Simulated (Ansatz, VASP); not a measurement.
One calculation of Zn3F, two programs

```
Zn F
1.0
     4.88958    0.00000    0.00000
     0.00000    4.88958    0.00000
     0.00000    0.00000    2.63789
Zn F
3 1
Direct
  0.00000 0.00000 0.50000
  0.00000 0.50000 0.50000
  0.50000 0.00000 0.50000
  0.50000 0.50000 0.00000
```

Alike in both runs: functional PBE; k mesh 10 × 10 × 18; occupations gaussian, width 0.1 eV; no spin polarisation.

Ansatz relaxed the structure, and its values are those at the end. VASP's run is a single point on that final structure, the one shown.

|  | VASP | Ansatz |
| --- | --- | --- |
| version | VASP 6.6.1 | Ansatz 0.2.0 |
| potentials or method | VASP PAW PBE potentials, release 64 (Zn, F), cutoff 520 eV | scalar-relativistic, plane waves, PAW |
| valence electrons in the cell | 43 | 43 |

```tsv
	VASP	Ansatz	Ansatz less VASP
gap on the k mesh at the Fermi level (eV)	none	none	-
pressure (GPa)	0.1	0.0	-0.12
```

A gap of «none» marks a metal or a gap that the smearing closes. The functional is the same, so the differences come from potentials, cutoffs and numerics.
